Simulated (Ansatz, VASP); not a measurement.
## Two plane-wave programs on SiC3

The input INCAR:

```
SYSTEM = SiC3
PREC = Accurate
ENCUT = 520
EDIFF = 1E-6
ISMEAR = 1
SIGMA = 0.2
LREAL = .False.
LASPH = .True.
NELM = 60
ALGO = Normal
ISIF = 2
LWAVE = .False.
LCHARG = .False.
GGA = PS
NBANDS = 16
```

KPOINTS

```
regular mesh
0
Gamma
  8 8 8
  0 0 0
```

Contents of POSCAR:

```
SiC3
1.0
    1.4154339595      0.8172011775      4.6700734293
   -1.4154339595      0.8172011775      4.6700734293
    0.0000000000     -1.6344023551      4.6700734293
C Si
3 1
Direct
    1.0082378924      0.0082378924      0.0082378924
    0.4889604674      0.4889604674      0.4889604674
    0.3791724033      0.3791724033      0.3791724033
    0.8736292368      0.8736292368      0.8736292368
```

Input for Ansatz:

```yaml
crystal:
  lattice:
    - [1.4154339595, 0.8172011775, 4.6700734293]
    - [-1.4154339595, 0.8172011775, 4.6700734293]
    - [0.0, -1.6344023551, 4.6700734293]
  atoms:
    - { symbol: C, position: [1.0082378924, 0.0082378924, 0.0082378924] }
    - { symbol: C, position: [0.4889604674, 0.4889604674, 0.4889604674] }
    - { symbol: C, position: [0.3791724033, 0.3791724033, 0.3791724033] }
    - { symbol: Si, position: [0.8736292368, 0.8736292368, 0.8736292368] }
kpoints:
  mp_grid: { grid: [8, 8, 8] }
hamiltonian:
  xc: pbesol
scf:
  occupations: { method: methfessel_paxton, width: 0.2 }
  n_extra_bands: 5
output:
  forces: true
  stress: true
  eigenvalues: true
```

Alike in both runs: task single point; functional PBEsol; k mesh 8 × 8 × 8; occupations methfessel-paxton of order 1, width 0.2 eV; no spin polarisation.

|  | VASP | Ansatz |
| --- | --- | --- |
| version | VASP 6.6.1 | Ansatz 0.2.0 |
| potentials or method | VASP PAW PBE potentials, release 64 (C, Si) | plane waves |
| plane-wave cutoff (eV) | 520 | 420 |
| valence electrons in the cell | 16 | 16 |

Ansatz gave:

| Quantity | Value |
| --- | --- |
| pressure (GPa) | -1.4 |
| traceless stress, the component that is largest in VASP (GPa) | 0.87 |
| rms of the force components (eV/Å) | 0.180 |

**Question.** Estimate VASP's values.

**Answer.** Pressure (GPa): -0.9; traceless stress, the component that is largest in VASP (GPa): 0.83; rms of the force components (eV/Å): 0.178.

VASP's potentials were made for PBE, not for PBEsol. Atom by atom the forces differ by 0.009 eV/Å (rms over components).
